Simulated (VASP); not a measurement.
Here is a VASP 6.6.1 calculation.

Contents of POSCAR:

```
MoS2
1.0
    0.0000000000      2.9323968521      2.9323968521
    2.9323968521      0.0000000000      2.9323968521
    2.9323968521      2.9323968521      0.0000000000
Mo S
1 2
Direct
    0.0000000000      0.0000000000      0.0000000000
    0.2500000000      0.2500000000      0.2500000000
    0.7500000000      0.7500000000      0.7500000000
```

Contents of INCAR.step1:

```
SYSTEM = MoS2
PREC = Accurate ; ENCUT = 520
ISMEAR = -1 ; SIGMA = 0.02
LREAL = .FALSE. ; LASPH = .TRUE.
NELM = 60 ; NBANDS = 20
GGA = PE ; ALGO = Normal
EDIFF = 1E-4 ; LWAVE = .TRUE.
LCHARG = .FALSE.
```

The input INCAR.step2:

```
SYSTEM = MoS2
PREC = Accurate ; ENCUT = 520
EDIFF = 1E-6 ; ISMEAR = -1
SIGMA = 0.02 ; LREAL = .FALSE.
LASPH = .TRUE. ; NELM = 60
ALGO = Normal ; ISIF = 2
LWAVE = .FALSE. ; LCHARG = .FALSE.
METAGGA = R2SCAN ; LMIXTAU = .TRUE.
NBANDS = 20 ; ISTART = 1
```

KPOINTS

```
Automatic mesh
0
G
  8 8 8
  0 0 0
```

Potentials or basis: VASP PAW PBE potentials, release 64 (Mo_sv, S).

The run is started by

```sh
$ cat potpaw_PBE.64/Mo_sv/POTCAR potpaw_PBE.64/S/POTCAR > POTCAR
$ cp INCAR.step1 INCAR
$ mpirun -np 1 vasp_std > vasp.out
$ cp INCAR.step2 INCAR
$ mpirun -np 1 vasp_std > vasp.out
```

(1) Estimate the pressure.

(2) Estimate the band gap on the k mesh.

## Answers

(1) 0.1 GPa.

(2) zero (bands 13 and 14 overlap by 1.08 eV).

Caveat: the PAW data sets were made with another functional, which shifts forces and pressure a little.
